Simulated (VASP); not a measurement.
# AlNi (P4/mmm) in VASP: notebook, part 2 of 2

VASP 6.6.1. Earlier steps stand in the parts before.

## Step 5: Single point, LDA

Contents of INCAR:

```
  PREC = Accurate
  ENCUT = 520
  EDIFF = 1E-7
  ISMEAR = -1
  SIGMA = 0.15
  LREAL = False
  LASPH = True
  NELM = 60
  ALGO = Normal
  ISIF = 2
  LWAVE = False
  LCHARG = False
  NBANDS = 14
```

Contents of KPOINTS:

```
regular mesh
0
Gamma
  16 16 14
```

Contents of POSCAR:

```
AlNi
1.0
    2.0028655967     -2.0028644305      0.0000000000
    2.0028655967      2.0028644305      0.0000000000
    0.0000000000      0.0000000000      2.8351334336
Al Ni
1 1
Direct
    0.0000000000      0.0000000000      0.0000000000
    0.5000000000      0.5000000000      0.5000000000
```

Launch:

```sh
> cat potpaw_LDA.64/Al/POTCAR potpaw_LDA.64/Ni/POTCAR > POTCAR
> mpirun -np 1 vasp_std > vasp.out
```

It took 2.5 min on 1 thread of AMD EPYC 7R13, shared host; peak memory 0.2 GiB.

Results (log left out):

```
Free energy : -12.2257 eV
Pressure    : 0.3 GPa
```

Levels at points of the mesh, in eV from the Fermi level:
```
           k point  band 5  band 6  band 7  band 8  band 9  band 10
(0.00, 0.00, 0.00)   -1.70   -1.70    5.64    5.67    5.67     8.36
(0.50, 0.00, 0.00)   -2.45   -1.61   -0.72    8.40   10.19    10.22
(0.50, 0.50, 0.00)   -2.28   -2.28   -1.14    1.53    2.70    12.66
(0.00, 0.00, 0.50)   -2.45   -1.60   -0.73    8.40   10.22    10.22
(0.50, 0.00, 0.50)   -2.28   -2.28   -1.14    1.52    2.69    12.68
(0.50, 0.50, 0.50)   -1.10    1.97    1.97    1.97    4.03     4.68
```

Spin polarisation is off, so any magnetic state and its effect on volume and gap are missing.

## Step 6: Single point, LDA (volume scaled by 1.02, then relaxed in part)

Contents of INCAR:

```
SYSTEM = AlNi
PREC = Accurate
ENCUT = 520
EDIFF = 1E-6
ISMEAR = -1
SIGMA = 0.15
LREAL = .False.
LASPH = .True.
NELM = 80
ALGO = Normal
ISIF = 2
LWAVE = .False.
LCHARG = .True.
GGA = CA
LELF = .True.
LVHAR = .True.
NBANDS = 14
```

Contents of KPOINTS:

```
regular mesh
0
Gamma
  16 16 14
  0 0 0
```

Contents of POSCAR:

```
AlNi
1.0
    2.0161294069     -2.0161294069      0.0000000000
    2.0161294069      2.0161294069      0.0000000000
    0.0000000000      0.0000000000      2.8539096989
Al Ni
1 1
Direct
    0.0000000000      0.0000000000      0.0000000000
    0.5000000000      0.5000000000      0.5000000000
```

Potentials or basis: VASP PAW LDA potentials, release 64 (Al, Ni).

Launch:

```sh
> cat potpaw_LDA.64/Al/POTCAR potpaw_LDA.64/Ni/POTCAR > POTCAR
> mpirun -np 1 vasp_std > vasp.out
```

OUTCAR:

```text
SYSTEM = AlNi
   PREC = Accurate
   ENCUT = 520
   EDIFF = 1E-6
   ISMEAR = -1
   LREAL = .False.
   LASPH = .True.
   NELM = 80
   ISIF = 2
   GGA = CA

 ion  position               nearest neighbor table
   1  0.000  0.000  0.000-   2 2.47   2 2.47   2 2.47   2 2.47   2 2.47   2 2.47   2 2.47   2 2.47

   2  0.500  0.500  0.500-   1 2.47   1 2.47   1 2.47   1 2.47   1 2.47   1 2.47   1 2.47   1 2.47

  LATTYP: Found a simple tetragonal cell.
 ALAT       =     2.8512375507
 C/A-ratio  =     1.0009371889

  Lattice vectors:

 A1 = (   2.0161294069,  -2.0161294069,   0.0000000000)
 A2 = (   2.0161294069,   2.0161294069,   0.0000000000)
 A3 = (   0.0000000000,   0.0000000000,   2.8539096989)

Analysis of symmetry for initial positions (statically):
=====================================================================
 Subroutine PRICEL returns:
 Original cell was already a primitive cell.

 Routine SETGRP: Setting up the symmetry group for a
 simple tetragonal supercell.

 Subroutine GETGRP returns: Found 16 space group operations
 (whereof 16 operations were pure point group operations)
 out of a pool of 16 trial point group operations.

The static configuration has the point symmetry D_4h.

Analysis of symmetry for dynamics (positions and initial velocities):
=====================================================================
 Subroutine PRICEL returns:
 Original cell was already a primitive cell.

 Routine SETGRP: Setting up the symmetry group for a
 simple tetragonal supercell.

 Subroutine GETGRP returns: Found 16 space group operations
 (whereof 16 operations were pure point group operations)
 out of a pool of 16 trial point group operations.

The dynamic configuration has the point symmetry D_4h.

 Subroutine INISYM returns: Found 16 space group operations
 (whereof 16 operations are pure point group operations),
 and found     1 'primitive' translations

----------------------------------------------------------------------------------------

                                     Primitive cell

  volume of cell :      23.2010

  direct lattice vectors                    reciprocal lattice vectors
     2.016129407 -2.016129407  0.000000000     0.247999954 -0.247999954  0.000000000
     2.016129407  2.016129407  0.000000000     0.247999954  0.247999954  0.000000000
     0.000000000  0.000000000  2.853909699     0.000000000  0.000000000  0.350396511

  length of vectors
     2.851237551  2.851237551  2.853909699     0.350724898  0.350724898  0.350396511

  position of ions in fractional coordinates (direct lattice)
     0.000000000  0.000000000  0.000000000
     0.500000000  0.500000000  0.500000000

  ion indices of the primitive-cell ions
   primitive index   ion index
                 1           1
                 2           2

----------------------------------------------------------------------------------------

 KPOINTS: regular mesh

Automatic generation of k-mesh.
 Grid dimensions read from file:
 generate k-points for:   16   16   14

 Generating k-lattice:

  Cartesian coordinates                     Fractional coordinates (reciprocal lattice)
     0.015499997 -0.015499997  0.000000000     0.062500000  0.000000000  0.000000000
     0.015499997  0.015499997  0.000000000     0.000000000  0.062500000  0.000000000
     0.000000000  0.000000000  0.025028322     0.000000000  0.000000000  0.071428571

  Length of vectors
     0.021920306  0.021920306  0.025028322

  Shift w.r.t. Gamma in fractional coordinates (k-lattice)
     0.000000000  0.000000000  0.000000000

 Subroutine IBZKPT returns following result:
 ===========================================

 Found    360 irreducible k-points:

 Following reciprocal coordinates:
            Coordinates               Weight
  0.000000  0.000000  0.000000      1.000000
  0.062500  0.000000  0.000000      4.000000
  0.125000  0.000000  0.000000      4.000000
  0.187500  0.000000  0.000000      4.000000
  0.250000  0.000000  0.000000      4.000000
  0.312500  0.000000  0.000000      4.000000
[... 16 lines left out ...]
  0.437500  0.125000  0.000000      8.000000
  0.500000  0.125000  0.000000      4.000000
 [... further k-points ...]
   k-points           NKPTS =    360   k-points in BZ     NKDIM =    360   number of bands    NBANDS=     14
   number of dos      NEDOS =    301   number of ions     NIONS =      2
   total plane-waves  NPLWV =  13824
   dimension x,y,z NGX =    24 NGY =   24 NGZ =   24
   dimension x,y,z NGXF=    48 NGYF=   48 NGZF=   48
   ions per type =               1   1
   NGX,Y,Z   is equivalent  to a cutoff of  13.99, 13.99, 13.98 a.u.
   NGXF,Y,Z  is equivalent  to a cutoff of  27.99, 27.99, 27.96 a.u.
 SYSTEM =  AlNi
   PREC   = accura    normal or accurate (medium, high low for compatibility)
   ISTART =      0    job   : 0-new  1-cont  2-samecut
   ICHARG =      2    charge: 1-file 2-atom 10-const
   ISPIN  =      1    spin polarized calculation?
   LNONCOLLINEAR =      F non collinear calculations
   LSORBIT =      F    spin-orbit coupling
   LASPH  =      T    aspherical Exc in radial PAW
   ENCUT  =  520.0 eV  38.22 Ry    6.18 a.u.   5.30  5.30  5.31*2*pi/ulx,y,z
   NELM   =     80;   NELMIN=  2; NELMDL= -5     # of ELM steps
   EDIFF  = 0.1E-05   stopping-criterion for ELM
   LREAL  =      F    real-space projection
   EDIFFG = 0.1E-04   stopping-criterion for IOM
   NSW    =      0    number of steps for IOM
   IBRION =     -1    ionic relax: 0-MD 1-quasi-New 2-CG
   NFREE  =      0    steps in history (QN), initial steepest desc. (CG)
   ISIF   =      2    stress and relaxation
   ISYM   =      2    0-nonsym 1-usesym 2-fastsym
   POTIM  = 0.5000    time-step for ionic-motion
   TEBEG  =    0.0;   TEEND  =   0.0 temperature during run
   PSTRESS=    0.0 pullay stress
   NELECT =      13.0000    total number of electrons
   NUPDOWN=      -1.0000    fix difference up-down
   EMIN   =  10.00;   EMAX   =-10.00  energy-range for DOS
   EFERMI =   0.00;   METHOD = LEGACY
   ISMEAR =    -1;   SIGMA  =   0.15  broadening in eV -4-tet -1-fermi 0-gaus
   EFERMI_NEDOS =   21; number of points for ismear=-14 and -15
   IALGO  =     38    algorithm
   IMIX   =      4    mixing-type and parameters
     AMIX     =   0.40;   BMIX     =  1.00
     AMIX_MAG =   1.60;   BMIX_MAG =  1.00
  volume/ion in A,a.u.               =      11.60        78.28
  Fermi-wavevector in a.u.,A,eV,Ry     =   1.349647  2.550463 24.783661  1.821548
  Thomas-Fermi vector in A             =   2.477217
   LORBIT       =      0    0 simple, 1 ext, 2 COOP (PROOUT), +10 PAW based schemes
   GGA     = CA    functional components
   LHFCALC =     F    Hartree Fock is set to
   AEXX    =    0.0000 exact exchange contribution
   IVDW    =     0    specifies the selected vdW correction
   LEPSILON=     F    determine dielectric tensor
   LRPA    =     F    only Hartree local field effects (RPA)
 non-spin polarized calculation
  energy-cutoff  :      520.00
  volume of cell :       23.20
 maximum number of plane-waves:       647
 NGX is ok and might be reduce to    24
   NGX = 11   NGY = 11   NGZ = 11

 number of electron      13.0000005 magnetization

 Free energy of the ion-electron system (eV)
  ---------------------------------------------------
  ext. energy  EPLUGINS =         0.00000000
  ---------------------------------------------------
  free energy    TOTEN  =       -12.22157296 eV

  energy without entropy =      -12.16131928  energy(sigma->0) =      -12.19144612

 E-fermi :  10.1758     XC(G=0): -12.4487

 val. band max:       10.1739230461   @ k =   0.5000   0.5000   0.2857
 cond. band min:      10.1790536385   @ k =   0.3750   0.2500   0.1429
 fundamental gap:      0.0051305924
 Fermi energy:        10.1758329054

 k-point     1 :       0.0000    0.0000    0.0000
  band No.  band energies     occupation
      1      -1.1497      2.00000
      2       6.7518      2.00000
      3       6.7518      2.00000
      4       8.5144      1.99997
      5       8.5144      1.99997
      6       8.5168      1.99997
      7      15.7300      0.00000
      8      15.7640      0.00000
      9      15.7640      0.00000
     10      18.4696      0.00000
     11      18.4769      0.00000
     12      24.2613      0.00000
     13      31.3054      0.00000
     14      31.3183      0.00000
[... 375 lines left out ...]
 k-point    24 :       0.5000    0.1250    0.0000
  band No.  band energies     occupation
      1       3.3462      2.00000
      2       3.5285      2.00000
      3       7.3040      2.00000
      4       7.7206      2.00000
      5       7.8052      2.00000
      6       8.5031      1.99997
      7       9.4558      1.98367
      8      17.2516      0.00000
      9      18.1962      0.00000
     10      20.7183      0.00000
     11      21.3809      0.00000
     12      21.6008      0.00000
     13      25.8626      0.00000
     14      26.4257      0.00000

 [... further k-points ...]
[... 5 lines left out ...]
  --------------------------------------------------------------------------------------
  -------------------------------------------------------------------------------------
  Total       -0.4548495     -0.4548495     -0.4563037      0.0000000     -0.0000000      0.0000000
  in kB      -31.4102418    -31.4102418    -31.5106616      0.0000000     -0.0000000      0.0000000
  external PRESSURE =     -31.4437151 kB  Pullay stress =       0.0000000 kB

 VOLUME and BASIS-vectors are now :
 -----------------------------------------------------------------------------
  energy-cutoff  :      520.00
  volume of cell :       23.20
      direct lattice vectors                 reciprocal lattice vectors
     2.016129407 -2.016129407  0.000000000     0.247999954 -0.247999954  0.000000000
     2.016129407  2.016129407  0.000000000     0.247999954  0.247999954  0.000000000
     0.000000000  0.000000000  2.853909699     0.000000000  0.000000000  0.350396511

 POSITION                                       TOTAL-FORCE (eV/Angst)
 -----------------------------------------------------------------------------------
      0.00000      0.00000      0.00000        -0.000000     -0.000000      0.000000
      2.01613      0.00000      1.42695         0.000000      0.000000      0.000000
 -----------------------------------------------------------------------------------
    total drift:                                0.000000     -0.000000     -0.000000

  FREE ENERGIE OF THE ION-ELECTRON SYSTEM (eV)
  ---------------------------------------------------
  free  energy   TOTEN  =       -12.2215729573 eV

  energy  without entropy=      -12.1613192823  energy(sigma->0) =      -12.19144612
```

It took 2.6 min on 1 thread of AMD EPYC 7R13, shared host; peak memory 0.2 GiB.

Results:

```
Free energy : -12.2216 eV
Pressure    : -3.1 GPa
```

Levels at points of the mesh, in eV from the Fermi level:
```tsv
k point	band 4	band 5	band 6	band 7	band 8	band 9	band 10	band 11
(0.00, 0.00, 0.00)	-1.66	-1.66	-1.66	5.55	5.59	5.59	8.29	8.30
(0.50, 0.00, 0.00)	-2.40	-2.39	-1.57	-0.71	8.39	10.09	10.12	11.09
(0.50, 0.50, 0.00)	-2.93	-2.22	-2.22	-1.11	1.49	2.60	12.44	15.35
(0.00, 0.00, 0.50)	-2.39	-2.39	-1.57	-0.72	8.38	10.12	10.12	11.11
(0.50, 0.00, 0.50)	-2.93	-2.22	-2.22	-1.11	1.48	2.59	12.46	15.36
(0.50, 0.50, 0.50)	-1.08	-1.08	1.98	1.99	1.99	3.85	4.60	4.60
```

## Step 7: The runs side by side

| cell | smearing | gap on the mesh (eV) | pressure (GPa) |
| --- | --- | --- | --- |
| a = 2.829, b = 2.829, c = 2.840 Å, 2 atoms | gaussian 0.1 eV | none | 0.3 |
| a = 2.832, b = 2.832, c = 2.835 Å, 2 atoms | fermi-dirac 0.15 eV | none | 0.3 |
| a = 2.813, b = 2.813, c = 2.816 Å, 2 atoms | fermi-dirac 0.15 eV | none | 4.3 |
| a = 2.851, b = 2.851, c = 2.854 Å, 2 atoms | fermi-dirac 0.15 eV | none | -3.1 |

Alike in all rows: task single point; level LDA; potentials or basis VASP PAW LDA potentials, release 64 (Al, Ni); no spin polarisation; k mesh 16 × 16 × 14; cutoff (eV) 520.

Absolute energies hang on the potentials; compare differences alone.
